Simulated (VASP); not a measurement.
# Au (P6_3/mmc) in VASP: further runs

Au is run at these levels: PBE, RPBE; tasks: single point.

All numbers are computed with VASP 6.6.1; they aren't measurements. Logs are shortened: lines on timing, memory, paths and dates and some standing lists are left out, and cuts for length are marked.

### 1 The cell of the first run

It takes space group P6_3/mmc (No. 194, hexagonal). The conventional cell has a = 2.475 Å, b = 2.475 Å, c = 8.145 Å, α = 90.00°, β = 90.00°, γ = 120.00°. Within 3.3 Å of Au (site symmetry -3m) lie 12 Au at 2.47 to 2.49 Å. Within 3.3 Å of Au (site symmetry -6m2) lie 12 Au at 2.47 to 2.49 Å.

### 2 Single point, PBE (volume scaled by 0.6)

The input, INCAR:

```
SYSTEM = Au
PREC = Accurate
ENCUT = 520
EDIFF = 1E-6
ISMEAR = -1
SIGMA = 0.1
LREAL = .FALSE.
LASPH = .TRUE.
NELM = 100
ALGO = Normal
ISIF = 2
LWAVE = .FALSE.
LCHARG = .FALSE.
GGA = PE
NBANDS = 30
```

The input, KPOINTS:

```
regular mesh
0
G
  12 12 4
  0 0 0
```

The input, POSCAR:

```
Au
1.0
    2.4746218106      0.0000000000      0.0000000000
   -1.2373109053      2.1430853527      0.0000000000
    0.0000000000      0.0000000000      8.1453115255
Au
4
Direct
    0.0000000000      0.0000000000      0.0000000000
    0.0000000000      0.0000000000      0.5000000000
    0.3333333333      0.6666666667      0.2500000000
    0.6666666667      0.3333333333      0.7500000000
```

Potentials or basis: VASP PAW PBE potentials, release 64 (Au).

Run with:

```bash
$ cat potpaw_PBE.64/Au/POTCAR > POTCAR
$ mpirun -np 1 vasp_std > vasp.out
```

OUTCAR:

```text
SYSTEM = Au
   PREC = Accurate
   ENCUT = 520
   EDIFF = 1E-6
   ISMEAR = -1
   LREAL = .FALSE.
   LASPH = .TRUE.
   NELM = 100
   ISIF = 2
   GGA = PE

 ion  position               nearest neighbor table
   1  0.000  0.000  0.000-   3 2.49   4 2.49   3 2.49   4 2.49   4 2.49   3 2.49   4 3.51   3 3.51
                             3 3.51   4 3.51   3 3.51   4 3.51
   2  0.000  0.000  0.500-   3 2.49   4 2.49   3 2.49   4 2.49   4 2.49   3 2.49   4 3.51   3 3.51
                             3 3.51   4 3.51   3 3.51   4 3.51
   3  0.333  0.667  0.250-   1 2.49   2 2.49   1 2.49   2 2.49   1 2.49   2 2.49   1 3.51   2 3.51
                             1 3.51   2 3.51   1 3.51   2 3.51
   4  0.667  0.333  0.750-   1 2.49   2 2.49   1 2.49   2 2.49   1 2.49   2 2.49   1 3.51   2 3.51
                             1 3.51   2 3.51   1 3.51   2 3.51

  LATTYP: Found a hexagonal cell.
 ALAT       =     2.4746218106
 C/A-ratio  =     3.2915379193

  Lattice vectors:

 A1 = (   2.4746218106,   0.0000000000,   0.0000000000)
 A2 = (  -1.2373109053,   2.1430853527,   0.0000000000)
 A3 = (   0.0000000000,   0.0000000000,   8.1453115255)

Analysis of symmetry for initial positions (statically):
=====================================================================
 Subroutine PRICEL returns:
 Original cell was already a primitive cell.

 Routine SETGRP: Setting up the symmetry group for a
 hexagonal supercell.

 Subroutine GETGRP returns: Found 24 space group operations
 (whereof 12 operations were pure point group operations)
 out of a pool of 24 trial point group operations.

The static configuration has the point symmetry D_3d.
 The point group associated with its full space group is D_6h.

Analysis of symmetry for dynamics (positions and initial velocities):
=====================================================================
 Subroutine PRICEL returns:
 Original cell was already a primitive cell.

 Routine SETGRP: Setting up the symmetry group for a
 hexagonal supercell.

 Subroutine GETGRP returns: Found 24 space group operations
 (whereof 12 operations were pure point group operations)
 out of a pool of 24 trial point group operations.

The dynamic configuration has the point symmetry D_3d.
 The point group associated with its full space group is D_6h.

 Subroutine INISYM returns: Found 24 space group operations
 (whereof 12 operations are pure point group operations),
 and found     1 'primitive' translations

----------------------------------------------------------------------------------------

                                     Primitive cell

  volume of cell :      43.1972

  direct lattice vectors                    reciprocal lattice vectors
     2.474621811  0.000000000  0.000000000     0.404102152  0.233308486  0.000000000
    -1.237310905  2.143085353  0.000000000     0.000000000  0.466616973  0.000000000
     0.000000000  0.000000000  8.145311526     0.000000000  0.000000000  0.122770013

  length of vectors
     2.474621811  2.474621811  8.145311526     0.466616973  0.466616973  0.122770013

  position of ions in fractional coordinates (direct lattice)
     0.000000000  0.000000000  0.000000000
     0.000000000  0.000000000  0.500000000
     0.333333333  0.666666667  0.250000000
     0.666666667  0.333333333  0.750000000

  ion indices of the primitive-cell ions
   primitive index   ion index
                 1           1
                 2           2
                 3           3
                 4           4

----------------------------------------------------------------------------------------

 KPOINTS: regular mesh

Automatic generation of k-mesh.
 Grid dimensions read from file:
 generate k-points for:   12   12    4

 Generating k-lattice:

  Cartesian coordinates                     Fractional coordinates (reciprocal lattice)
     0.033675179  0.019442374  0.000000000     0.083333333  0.000000000  0.000000000
     0.000000000  0.038884748  0.000000000     0.000000000  0.083333333  0.000000000
     0.000000000  0.000000000  0.030692503     0.000000000  0.000000000  0.250000000

  Length of vectors
     0.038884748  0.038884748  0.030692503

  Shift w.r.t. Gamma in fractional coordinates (k-lattice)
     0.000000000  0.000000000  0.000000000

 Subroutine IBZKPT returns following result:
 ===========================================

 Found     57 irreducible k-points:

 Following reciprocal coordinates:
            Coordinates               Weight
  0.000000  0.000000  0.000000      1.000000
  0.083333 -0.000000  0.000000      6.000000
  0.166667 -0.000000  0.000000      6.000000
  0.250000  0.000000  0.000000      6.000000
  0.333333  0.000000  0.000000      6.000000
  0.416667 -0.000000  0.000000      6.000000
[... 16 lines left out ...]
  0.250000  0.000000  0.250000     12.000000
  0.333333  0.000000  0.250000     12.000000
 [... further k-points ...]
   k-points           NKPTS =     57   k-points in BZ     NKDIM =     57   number of bands    NBANDS=     30
   number of dos      NEDOS =    301   number of ions     NIONS =      4
   total plane-waves  NPLWV =  20736
   dimension x,y,z NGX =    18 NGY =   18 NGZ =   64
   dimension x,y,z NGXF=    36 NGYF=   36 NGZF=  128
   ions per type =               4
   NGX,Y,Z   is equivalent  to a cutoff of  12.09, 12.09, 13.06 a.u.
   NGXF,Y,Z  is equivalent  to a cutoff of  24.18, 24.18, 26.12 a.u.
 SYSTEM =  Au
   PREC   = accura    normal or accurate (medium, high low for compatibility)
   ISTART =      0    job   : 0-new  1-cont  2-samecut
   ICHARG =      2    charge: 1-file 2-atom 10-const
   ISPIN  =      1    spin polarized calculation?
   LNONCOLLINEAR =      F non collinear calculations
   LSORBIT =      F    spin-orbit coupling
   LASPH  =      T    aspherical Exc in radial PAW
   ENCUT  =  520.0 eV  38.22 Ry    6.18 a.u.   4.60  4.60 15.14*2*pi/ulx,y,z
   NELM   =    100;   NELMIN=  2; NELMDL= -5     # of ELM steps
   EDIFF  = 0.1E-05   stopping-criterion for ELM
   LREAL  =      F    real-space projection
   EDIFFG = 0.1E-04   stopping-criterion for IOM
   NSW    =      0    number of steps for IOM
   IBRION =     -1    ionic relax: 0-MD 1-quasi-New 2-CG
   NFREE  =      0    steps in history (QN), initial steepest desc. (CG)
   ISIF   =      2    stress and relaxation
   ISYM   =      2    0-nonsym 1-usesym 2-fastsym
   POTIM  = 0.5000    time-step for ionic-motion
   TEBEG  =    0.0;   TEEND  =   0.0 temperature during run
   PSTRESS=    0.0 pullay stress
   NELECT =      44.0000    total number of electrons
   NUPDOWN=      -1.0000    fix difference up-down
   EMIN   =  10.00;   EMAX   =-10.00  energy-range for DOS
   EFERMI =   0.00;   METHOD = LEGACY
   ISMEAR =    -1;   SIGMA  =   0.10  broadening in eV -4-tet -1-fermi 0-gaus
   EFERMI_NEDOS =   21; number of points for ismear=-14 and -15
   IALGO  =     38    algorithm
   IMIX   =      4    mixing-type and parameters
     AMIX     =   0.40;   BMIX     =  1.00
     AMIX_MAG =   1.60;   BMIX_MAG =  1.00
  volume/ion in A,a.u.               =      10.80        72.88
  Fermi-wavevector in a.u.,A,eV,Ry     =   1.647177  3.112714 36.915239  2.713194
  Thomas-Fermi vector in A             =   2.736680
   LORBIT       =      0    0 simple, 1 ext, 2 COOP (PROOUT), +10 PAW based schemes
   GGA     = PE    functional components
   LHFCALC =     F    Hartree Fock is set to
   AEXX    =    0.0000 exact exchange contribution
   IVDW    =     0    specifies the selected vdW correction
   LEPSILON=     F    determine dielectric tensor
   LRPA    =     F    only Hartree local field effects (RPA)
 non-spin polarized calculation
  energy-cutoff  :      520.00
  volume of cell :       43.20
 maximum number of plane-waves:      1184
   NGX =  9   NGY =  9   NGZ = 31

 number of electron      44.0000007 magnetization

 Free energy of the ion-electron system (eV)
  ---------------------------------------------------
  ext. energy  EPLUGINS =         0.00000000
  ---------------------------------------------------
  free energy    TOTEN  =         2.73108358 eV

  energy without entropy =        2.77448495  energy(sigma->0) =        2.75278427

 E-fermi :  19.8428     XC(G=0): -15.6012

 val. band max:       19.8400869809   @ k =   0.0833   0.0833   0.2500
 cond. band min:      19.9133394558   @ k =   0.4167   0.0833   0.2500
 fundamental gap:      0.0732524749
 Fermi energy:        19.8428209532

 k-point     1 :       0.0000    0.0000    0.0000
  band No.  band energies     occupation
      1       3.5478      2.00000
      2       6.0170      2.00000
      3       6.0382      2.00000
      4       6.3677      2.00000
      5      10.7836      2.00000
      6      10.8195      2.00000
[... 22 lines left out ...]
     29      33.7355      0.00000
     30      34.4959      0.00000

 k-point     2 :       0.0833   -0.0000    0.0000
  band No.  band energies     occupation
      1       3.8889      2.00000
      2       6.3465      2.00000
      3       6.3695      2.00000
      4       6.6727      2.00000
      5      10.2772      2.00000
      6      10.5366      2.00000
[... 22 lines left out ...]
     29      34.1209      0.00000
     30      35.0717      0.00000

 k-point     3 :       0.1667   -0.0000    0.0000
  band No.  band energies     occupation
      1       4.8280      2.00000
      2       7.1061      2.00000
      3       7.1621      2.00000
      4       7.4537      2.00000
      5       9.5030      2.00000
      6       9.9116      2.00000
[... 22 lines left out ...]
     29      34.9315      0.00000
     30      36.0800      0.00000

 k-point     4 :       0.2500    0.0000    0.0000
  band No.  band energies     occupation
      1       6.0346      2.00000
      2       7.4241      2.00000
      3       7.5224      2.00000
      4       8.0451      2.00000
      5       9.0579      2.00000
      6       9.2651      2.00000
[... 22 lines left out ...]
     29      35.2920      0.00000
     30      35.4489      0.00000

 k-point     5 :       0.3333    0.0000    0.0000
  band No.  band energies     occupation
      1       6.6408      2.00000
      2       7.0507      2.00000
      3       7.2072      2.00000
      4       7.9365      2.00000
      5       8.6686      2.00000
      6       8.8117      2.00000
[... 22 lines left out ...]
     29      33.4692      0.00000
     30      33.8211      0.00000
[... 526 lines left out ...]
     29      33.4416      0.00000
     30      34.9799      0.00000

 k-point    22 :       0.1667   -0.0000    0.2500
  band No.  band energies     occupation
      1       5.0112      2.00000
      2       6.3209      2.00000
      3       7.4486      2.00000
      4       7.6263      2.00000
      5       9.7901      2.00000
      6       9.8913      2.00000
[... 22 lines left out ...]
     29      34.6220      0.00000
     30      35.4850      0.00000

 k-point    23 :       0.2500    0.0000    0.2500
  band No.  band energies     occupation
      1       6.1484      2.00000
      2       6.9678      2.00000
      3       7.7299      2.00000
      4       8.1906      2.00000
      5       8.8846      2.00000
      6       9.5692      2.00000
[... 22 lines left out ...]
     29      34.3437      0.00000
     30      35.3006      0.00000

 k-point    24 :       0.3333    0.0000    0.2500
  band No.  band energies     occupation
      1       6.6970      2.00000
      2       7.1100      2.00000
      3       7.2566      2.00000
      4       7.8459      2.00000
      5       8.2549      2.00000
      6       8.8608      2.00000
[... 22 lines left out ...]
     29      33.3717      0.00000
     30      33.8976      0.00000

 [... further k-points ...]
[... 5 lines left out ...]
  --------------------------------------------------------------------------------------
  -------------------------------------------------------------------------------------
  Total       80.8954540     80.8954540     80.9509830     -0.0000000     -0.0000000      0.0000000
  in kB     3000.3968157   3000.3968156   3002.4563744     -0.0000000     -0.0000000      0.0000000
  external PRESSURE =    3001.0833353 kB  Pullay stress =       0.0000000 kB

 VOLUME and BASIS-vectors are now :
 -----------------------------------------------------------------------------
  energy-cutoff  :      520.00
  volume of cell :       43.20
      direct lattice vectors                 reciprocal lattice vectors
     2.474621811  0.000000000  0.000000000     0.404102152  0.233308486  0.000000000
    -1.237310905  2.143085353  0.000000000     0.000000000  0.466616973  0.000000000
     0.000000000  0.000000000  8.145311526     0.000000000  0.000000000  0.122770013

 POSITION                                       TOTAL-FORCE (eV/Angst)
 -----------------------------------------------------------------------------------
      0.00000      0.00000      0.00000         0.000000     -0.000000     -0.000000
      0.00000      0.00000      4.07266         0.000000     -0.000000     -0.000000
     -0.00000      1.42872      2.03633         0.000000     -0.000000     -0.000000
      1.23731      0.71436      6.10898        -0.000000      0.000000      0.000000
 -----------------------------------------------------------------------------------
    total drift:                                0.000000     -0.000000      0.000000

  FREE ENERGIE OF THE ION-ELECTRON SYSTEM (eV)
  ---------------------------------------------------
  free  energy   TOTEN  =         2.7310835810 eV

  energy  without entropy=        2.7744849498  energy(sigma->0) =        2.75278427
```

Run time: 61 s. Hardware: 1 thread of Intel Xeon Platinum 8259CL at 2.50GHz (Skylake/Cascade Lake), shared host; peak memory 0.18 GiB.

What came out:

```
Free energy            : 2.7311 eV
Pressure               : 300.1 GPa
Band gap on the k mesh : zero (band 22 reaches 23.54 eV, above the bottom of band 23 at 16.24 eV)
```

Levels at points of the mesh, in eV from the Fermi level:
| k point | band 18 | band 19 | band 20 | band 21 | band 22 | band 23 | band 24 | band 25 | band 26 | band 27 |
| --- | --- | --- | --- | --- | --- | --- | --- | --- | --- | --- |
| (0.00, 0.00, 0.00) | -5.11 | -5.11 | -4.29 | -4.29 | -3.89 | -3.01 | -3.01 | 5.80 | 10.89 | 11.87 |
| (0.50, 0.00, 0.00) | -2.50 | -2.26 | -2.23 | -2.21 | -1.80 | 1.58 | 2.00 | 6.47 | 6.49 | 7.49 |
| (0.00, 0.00, 0.50) | -5.57 | -5.57 | -5.57 | -3.60 | -3.60 | -3.60 | -3.60 | 8.97 | 8.97 | 12.11 |
| (0.50, 0.00, 0.50) | -2.64 | -2.27 | -2.27 | -0.10 | -0.10 | 1.24 | 1.24 | 6.45 | 6.45 | 8.06 |

Caveat: spin-orbit coupling is left out, which moves the levels of the heavy elements.

(Part 1 of 3 ends here.)
